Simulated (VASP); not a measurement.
# LiBr (Fm-3m) in VASP: a series of runs, part 2 of 2

VASP 6.6.1.

### 5 Single point, r2SCAN (volume changed by +6%)

Contents of POSCAR:

```
LiBr
1.0
    0.0000000000      2.7932956410      2.7932956410
    2.7932956410      0.0000000000      2.7932956410
    2.7932956410      2.7932956410      0.0000000000
Li Br
1 1
Direct
    0.0000000000      0.0000000000      0.0000000000
    0.5000000000      0.5000000000      0.5000000000
```

Contents of INCAR.step1:

```
SYSTEM = LiBr
PREC = Accurate ; ENCUT = 830
ISMEAR = 0 ; SIGMA = 0.01
LREAL = .FALSE. ; LASPH = .TRUE.
NELM = 120 ; NBANDS = 12
GGA = PE ; ALGO = Normal
EDIFF = 1E-5 ; LWAVE = .TRUE.
LCHARG = .FALSE. ; GGA_COMPAT = .FALSE.
```

Contents of INCAR.step2:

```
SYSTEM = LiBr
PREC = Accurate ; ENCUT = 830
EDIFF = 1E-6 ; ISMEAR = 0
SIGMA = 0.01 ; LREAL = .FALSE.
LASPH = .TRUE. ; NELM = 120
ALGO = Normal ; ISIF = 2
LWAVE = .FALSE. ; LCHARG = .TRUE.
METAGGA = R2SCAN ; LMIXTAU = .TRUE.
LELF = .TRUE. ; LVHAR = .TRUE.
NBANDS = 12 ; ISTART = 1
GGA_COMPAT = .FALSE.
```

Contents of KPOINTS:

```
Automatic mesh
0
G
  6 6 6
  0 0 0
```

Potentials or basis: VASP PAW PBE potentials, release 64 (Li_sv, Br).

The run is started by

```
$ cat potpaw_PBE.64/Li_sv/POTCAR potpaw_PBE.64/Br/POTCAR > POTCAR
$ cp INCAR.step1 INCAR
$ mpirun -np 1 vasp_std > vasp.out
$ cp INCAR.step2 INCAR
$ mpirun -np 1 vasp_std > vasp.out
```

OUTCAR:

```text
SYSTEM = LiBr
   PREC = Accurate
   ENCUT = 830
   EDIFF = 1E-6
   ISMEAR = 0
   LREAL = .FALSE.
   LASPH = .TRUE.
   NELM = 120
   ISIF = 2
   METAGGA = R2SCAN
   ISTART = 1

 ion  position               nearest neighbor table
   1  0.000  0.000  0.000-
   2  0.500  0.500  0.500-

  LATTYP: Found a face centered cubic cell.
 ALAT       =     5.5865912820

  Lattice vectors:

 A1 = (   0.0000000000,   2.7932956410,   2.7932956410)
 A2 = (   2.7932956410,   0.0000000000,   2.7932956410)
 A3 = (   2.7932956410,   2.7932956410,   0.0000000000)

Analysis of symmetry for initial positions (statically):
=====================================================================
 Subroutine PRICEL returns:
 Original cell was already a primitive cell.

 Routine SETGRP: Setting up the symmetry group for a
 face centered cubic supercell.

 Subroutine GETGRP returns: Found 48 space group operations
 (whereof 48 operations were pure point group operations)
 out of a pool of 48 trial point group operations.

The static configuration has the point symmetry O_h .

Analysis of symmetry for dynamics (positions and initial velocities):
=====================================================================
 Subroutine PRICEL returns:
 Original cell was already a primitive cell.

 Routine SETGRP: Setting up the symmetry group for a
 face centered cubic supercell.

 Subroutine GETGRP returns: Found 48 space group operations
 (whereof 48 operations were pure point group operations)
 out of a pool of 48 trial point group operations.

The dynamic configuration has the point symmetry O_h .

 Subroutine INISYM returns: Found 48 space group operations
 (whereof 48 operations are pure point group operations),
 and found     1 'primitive' translations

----------------------------------------------------------------------------------------

                                     Primitive cell

  volume of cell :      43.5894

  direct lattice vectors                    reciprocal lattice vectors
     0.000000000  2.793295641  2.793295641    -0.179000029  0.179000029  0.179000029
     2.793295641  0.000000000  2.793295641     0.179000029 -0.179000029  0.179000029
     2.793295641  2.793295641  0.000000000     0.179000029  0.179000029 -0.179000029

  length of vectors
     3.950316579  3.950316579  3.950316579     0.310037144  0.310037144  0.310037144

  position of ions in fractional coordinates (direct lattice)
     0.000000000  0.000000000  0.000000000
     0.500000000  0.500000000  0.500000000

  ion indices of the primitive-cell ions
   primitive index   ion index
                 1           1
                 2           2

----------------------------------------------------------------------------------------

 KPOINTS: Automatic mesh

Automatic generation of k-mesh.
 Grid dimensions read from file:
 generate k-points for:    6    6    6

 Generating k-lattice:

  Cartesian coordinates                     Fractional coordinates (reciprocal lattice)
    -0.029833338  0.029833338  0.029833338     0.166666667  0.000000000  0.000000000
     0.029833338 -0.029833338  0.029833338     0.000000000  0.166666667  0.000000000
     0.029833338  0.029833338 -0.029833338     0.000000000  0.000000000  0.166666667

  Length of vectors
     0.051672857  0.051672857  0.051672857

  Shift w.r.t. Gamma in fractional coordinates (k-lattice)
     0.000000000  0.000000000  0.000000000

 Subroutine IBZKPT returns following result:
 ===========================================

 Found     16 irreducible k-points:

 Following reciprocal coordinates:
            Coordinates               Weight
  0.000000  0.000000  0.000000      1.000000
  0.166667  0.000000  0.000000      8.000000
  0.333333  0.000000  0.000000      8.000000
  0.500000  0.000000  0.000000      4.000000
  0.166667  0.166667  0.000000      6.000000
  0.333333  0.166667  0.000000     24.000000
[... 8 lines left out ...]
 -0.333333  0.333333  0.166667     24.000000
 -0.333333  0.500000  0.166667     12.000000
   k-points           NKPTS =     16   k-points in BZ     NKDIM =     16   number of bands    NBANDS=     12
   number of dos      NEDOS =    301   number of ions     NIONS =      2
   total plane-waves  NPLWV =  64000
   dimension x,y,z NGX =    40 NGY =   40 NGZ =   40
   dimension x,y,z NGXF=    80 NGYF=   80 NGZF=   80
   ions per type =               1   1
   NGX,Y,Z   is equivalent  to a cutoff of  16.83, 16.83, 16.83 a.u.
   NGXF,Y,Z  is equivalent  to a cutoff of  33.67, 33.67, 33.67 a.u.
 SYSTEM =  LiBr
   PREC   = accura    normal or accurate (medium, high low for compatibility)
   ISTART =      1    job   : 0-new  1-cont  2-samecut
   ICHARG =      0    charge: 1-file 2-atom 10-const
   ISPIN  =      1    spin polarized calculation?
   LNONCOLLINEAR =      F non collinear calculations
   LSORBIT =      F    spin-orbit coupling
   LASPH  =      T    aspherical Exc in radial PAW
   ENCUT  =  830.0 eV  61.00 Ry    7.81 a.u.   9.28  9.28  9.28*2*pi/ulx,y,z
   NELM   =    120;   NELMIN=  2; NELMDL=  0     # of ELM steps
   EDIFF  = 0.1E-05   stopping-criterion for ELM
   LREAL  =      F    real-space projection
   EDIFFG = 0.1E-04   stopping-criterion for IOM
   NSW    =      0    number of steps for IOM
   IBRION =     -1    ionic relax: 0-MD 1-quasi-New 2-CG
   NFREE  =      0    steps in history (QN), initial steepest desc. (CG)
   ISIF   =      2    stress and relaxation
   ISYM   =      2    0-nonsym 1-usesym 2-fastsym
   POTIM  = 0.5000    time-step for ionic-motion
   TEBEG  =    0.0;   TEEND  =   0.0 temperature during run
   PSTRESS=    0.0 pullay stress
   NELECT =      10.0000    total number of electrons
   NUPDOWN=      -1.0000    fix difference up-down
   EMIN   =  10.00;   EMAX   =-10.00  energy-range for DOS
   EFERMI =   0.00;   METHOD = LEGACY
   ISMEAR =     0;   SIGMA  =   0.01  broadening in eV -4-tet -1-fermi 0-gaus
   EFERMI_NEDOS =   21; number of points for ismear=-14 and -15
   IALGO  =     38    algorithm
   IMIX   =      4    mixing-type and parameters
     AMIX     =   0.40;   BMIX     =  1.00
     AMIX_MAG =   1.60;   BMIX_MAG =  1.00
  volume/ion in A,a.u.               =      21.79       147.08
  Fermi-wavevector in a.u.,A,eV,Ry     =   1.002185  1.893855 13.665350  1.004375
  Thomas-Fermi vector in A             =   2.134656
   LORBIT       =      0    0 simple, 1 ext, 2 COOP (PROOUT), +10 PAW based schemes
   METAGGA = R2SCAN    functional components
   LHFCALC =     F    Hartree Fock is set to
   AEXX    =    0.0000 exact exchange contribution
   IVDW    =     0    specifies the selected vdW correction
   LEPSILON=     F    determine dielectric tensor
   LRPA    =     F    only Hartree local field effects (RPA)
 non-spin polarized calculation
 Gauss-broadening in eV      SIGMA  =   0.01
  energy-cutoff  :      830.00
  volume of cell :       43.59
 maximum number of plane-waves:      2421
 NGX is ok and might be reduce to    40
   NGX = 19   NGY = 19   NGZ = 19

 number of electron       9.9999999 magnetization

 Free energy of the ion-electron system (eV)
  ---------------------------------------------------
  ext. energy  EPLUGINS =         0.00000000
  ---------------------------------------------------
  free energy    TOTEN  =       -19.13355373 eV

  energy without entropy =      -19.13355373  energy(sigma->0) =      -19.13355373

 E-fermi :  -0.3280     XC(G=0):  -8.5965

 val. band max:       -0.3821615919   @ k =   0.0000   0.0000   0.0000
 cond. band min:       5.2853370015   @ k =   0.0000   0.0000   0.0000
 fundamental gap:      5.6674985934
 Fermi energy:        -0.3280085750

 k-point     1 :       0.0000    0.0000    0.0000
  band No.  band energies     occupation
      1     -46.1884      2.00000
      2     -14.1273      2.00000
      3      -0.3822      2.00000
      4      -0.3822      2.00000
      5      -0.3822      2.00000
      6       5.2853      0.00000
      7      10.7936      0.00000
      8      10.7936      0.00000
      9      10.7936      0.00000
     10      12.8432      0.00000
     11      12.8432      0.00000
     12      12.8432      0.00000
[... 211 lines left out ...]
 k-point    16 :      -0.3333    0.5000    0.1667
  band No.  band energies     occupation
      1     -46.1874      2.00000
      2     -13.5202      2.00000
      3      -2.7450      2.00000
      4      -1.9476      2.00000
      5      -1.4377      2.00000
      6       7.5425      0.00000
      7       8.5830      0.00000
      8      10.1746      0.00000
      9      10.8036      0.00000
     10      13.6141      0.00000
     11      15.7169      0.00000
     12      17.3924      0.00000

------------------------ aborting loop because EDIFF is reached ----------------------------------------

  FORCE on cell =-STRESS in cart. coord.  units (eV):
  Direction    XX          YY          ZZ          XY          YZ          ZX
  --------------------------------------------------------------------------------------
  -------------------------------------------------------------------------------------
  Total       -0.4509944     -0.4509944     -0.4509944      0.0000000      0.0000000     -0.0000000
  in kB      -16.5768123    -16.5768123    -16.5768123      0.0000000      0.0000000     -0.0000000
  external PRESSURE =     -16.5768123 kB  Pullay stress =       0.0000000 kB

 VOLUME and BASIS-vectors are now :
 -----------------------------------------------------------------------------
  energy-cutoff  :      830.00
  volume of cell :       43.59
      direct lattice vectors                 reciprocal lattice vectors
     0.000000000  2.793295641  2.793295641    -0.179000029  0.179000029  0.179000029
     2.793295641  0.000000000  2.793295641     0.179000029 -0.179000029  0.179000029
     2.793295641  2.793295641  0.000000000     0.179000029  0.179000029 -0.179000029

 POSITION                                       TOTAL-FORCE (eV/Angst)
 -----------------------------------------------------------------------------------
      0.00000      0.00000      0.00000         0.000000      0.000000      0.000000
      2.79330      2.79330      2.79330        -0.000000     -0.000000     -0.000000
 -----------------------------------------------------------------------------------
    total drift:                                0.000000     -0.000000      0.000000

  FREE ENERGIE OF THE ION-ELECTRON SYSTEM (eV)
  ---------------------------------------------------
  free  energy   TOTEN  =       -19.1335537328 eV

  energy  without entropy=      -19.1335537328  energy(sigma->0) =      -19.13355373
```

It took 76 s on 1 thread of Intel Xeon Platinum 8375C at 2.90GHz (Ice Lake), shared host; peak memory 0.26 GiB.

Results:

```yaml
Free_energy: -19.1336 eV
Pressure: -1.7 GPa
Band_gap_on_the_k_mesh: 5.67 eV, direct
```

Levels at points of the mesh, in eV from the valence-band top:
```csv
k point,band 2,band 3,band 4,band 5,band 6,band 7,band 8,band 9
"(0.00, 0.00, 0.00)",-13.75,0.00,0.00,0.00,5.67,11.18,11.18,11.18
"(0.50, 0.00, 0.00)",-13.31,-2.69,-0.26,-0.26,6.35,8.87,8.87,12.52
"(0.50, 0.50, 0.00)",-13.13,-2.70,-1.06,-1.06,7.04,7.81,12.31,13.33
```

Caveat: the cell differs from its parent crystal (volume changed by +6%); the PAW data sets were made with another functional, which shifts forces and pressure a little.

### 6 Single point, r2SCAN

This run uses another cell than the first one, of 20.56 Å³/atom, 1.031 times its volume.

Contents of POSCAR:

```
LiBr
1.0
    0.0000000000      2.7395650384      2.7395650384
    2.7395650384      0.0000000000      2.7395650384
    2.7395650384      2.7395650384      0.0000000000
Li Br
1 1
Direct
    0.0000000000      0.0000000000      0.0000000000
    0.5000000000      0.5000000000      0.5000000000
```

Contents of INCAR.step1:

```
PREC = Accurate
ENCUT = 830
ISMEAR = 0
SIGMA = 0.01
LREAL = False
LASPH = True
NELM = 120
NBANDS = 12
GGA = PE
ALGO = Normal
EDIFF = 1E-5
LWAVE = True
LCHARG = False
GGA_COMPAT = False
```

Contents of INCAR.step2:

```
PREC = Accurate
ENCUT = 830
EDIFF = 1E-6
ISMEAR = 0
SIGMA = 0.01
LREAL = False
LASPH = True
NELM = 120
ALGO = Normal
ISIF = 2
LWAVE = False
LCHARG = False
METAGGA = R2SCAN
LMIXTAU = True
NBANDS = 12
ISTART = 1
GGA_COMPAT = False
```

Contents of KPOINTS:

```
regular mesh
0
Gamma
  8 8 8
```

Potentials or basis: VASP PAW PBE potentials, release 64 (Li_sv, Br).

The run is started by

```
$ cat potpaw_PBE.64/Li_sv/POTCAR potpaw_PBE.64/Br/POTCAR > POTCAR
$ cp INCAR.step1 INCAR
$ mpirun -np 1 vasp_std > vasp.out
$ cp INCAR.step2 INCAR
$ mpirun -np 1 vasp_std > vasp.out
```

OUTCAR:

```text
PREC = Accurate
   ENCUT = 830
   EDIFF = 1E-6
   ISMEAR = 0
   LREAL = False
   LASPH = True
   NELM = 120
   ISIF = 2
   METAGGA = R2SCAN
   ISTART = 1

 ion  position               nearest neighbor table
   1  0.000  0.000  0.000-
   2  0.500  0.500  0.500-

  LATTYP: Found a face centered cubic cell.
 ALAT       =     5.4791300768

  Lattice vectors:

 A1 = (   0.0000000000,   2.7395650384,   2.7395650384)
 A2 = (   2.7395650384,   0.0000000000,   2.7395650384)
[... 535 lines left out ...]
      6       7.8761      0.00000
      7       8.7233      0.00000
      8      10.0957      0.00000
      9      11.7057      0.00000
     10      14.5758      0.00000
     11      15.2145      0.00000
     12      17.6038      0.00000

 [... further k-points ...]
[... 5 lines left out ...]
  --------------------------------------------------------------------------------------
  -------------------------------------------------------------------------------------
  Total       -0.1011402     -0.1011402     -0.1011402      0.0000000      0.0000000      0.0000000
  in kB       -3.9405747     -3.9405747     -3.9405747      0.0000000      0.0000000      0.0000000
  external PRESSURE =      -3.9405747 kB  Pullay stress =       0.0000000 kB

 VOLUME and BASIS-vectors are now :
 -----------------------------------------------------------------------------
  energy-cutoff  :      830.00
  volume of cell :       41.12
      direct lattice vectors                 reciprocal lattice vectors
     0.000000000  2.739565038  2.739565038    -0.182510725  0.182510725  0.182510725
     2.739565038  0.000000000  2.739565038     0.182510725 -0.182510725  0.182510725
     2.739565038  2.739565038  0.000000000     0.182510725  0.182510725 -0.182510725

 POSITION                                       TOTAL-FORCE (eV/Angst)
 -----------------------------------------------------------------------------------
      0.00000      0.00000      0.00000         0.000000     -0.000000     -0.000000
      2.73957      2.73957      2.73957        -0.000000      0.000000      0.000000
 -----------------------------------------------------------------------------------
    total drift:                                0.000000      0.000000      0.000000

  FREE ENERGIE OF THE ION-ELECTRON SYSTEM (eV)
  ---------------------------------------------------
  free  energy   TOTEN  =       -19.1512339247 eV

  energy  without entropy=      -19.1512339247  energy(sigma->0) =      -19.15123392
```

It took 76 s on 1 thread of Intel Xeon Platinum 8375C at 2.90GHz (Ice Lake), shared host; peak memory 0.22 GiB.

Results:

- Free energy: -19.1512 eV
- Pressure: -0.4 GPa
- Band gap on the k mesh: 5.93 eV, direct

Caveat: the PAW data sets were made with another functional, which shifts forces and pressure a little. r2SCAN opens gaps a little over a GGA but as a rule still falls short of measured ones.

### 7 Overview

| cell | k mesh | gap on the mesh (eV) | pressure (GPa) |
| --- | --- | --- | --- |
| a = 3.835 Å, angles 60.0°, 2 atoms | 6 × 6 × 6 | 6.09 | 0.5 |
| a = 3.874 Å, angles 60.0°, 2 atoms | 6 × 6 × 6 | 5.93 | -0.4 |
| a = 3.913 Å, angles 60.0°, 2 atoms | 6 × 6 × 6 | 5.79 | -1.2 |
| a = 3.950 Å, angles 60.0°, 2 atoms | 6 × 6 × 6 | 5.67 | -1.7 |
| a = 3.874 Å, angles 60.0°, 2 atoms | 8 × 8 × 8 | 5.93 | -0.4 |

Alike in all rows: task single point; level r2SCAN; potentials or basis VASP PAW PBE potentials, release 64 (Li_sv, Br); no spin polarisation; cutoff (eV) 830; smearing gaussian 0.01 eV.

Caveats: the PAW data sets were made with another functional, which shifts forces and pressure a little.

Total energies depend on the potentials used, so only differences within one code and one set of settings carry meaning.
